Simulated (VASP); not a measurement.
Runs of VASP 6.6.1 on Ge. The structure is that of space group Fd-3m (No. 227), or close to it. The cells are those of the table. 

| task | cell | gap on the mesh (eV) | pressure (GPa) |
| --- | --- | --- | --- |
| single point | a = 4.020, b = 4.020, c = 4.000 Å, angles 60.2, 60.2, 59.7°, 2 atoms | none | (b) |
| single point | a = 3.980, b = 3.980, c = 4.000 Å, angles 59.8, 59.8, 60.3°, 2 atoms | 0.08 | 4.3 |
| single point | a = 4.027 Å, angles 60.0°, 2 atoms | none | 2.1 |
| electric field gradients | a = 4.000 Å, angles 60.0°, 2 atoms | - | 3.6 |
| single point | a = 3.974 Å, angles 60.0°, 2 atoms | 0.22 | (a) |

Alike in all rows: level PBE; potentials or basis VASP PAW PBE potentials, release 64 (Ge_d); no spin polarisation; k mesh 14 × 14 × 14; cutoff (eV) 520; smearing fermi-dirac 0.05 eV.

Problem. Estimate the missing entries.

Solution. (a) 5.2; (b) 2.8.

A k mesh can miss the band edges, and the runs leave out spin-orbit coupling on Ge.

A gap of «none» marks levels without a gap at the run's occupations.
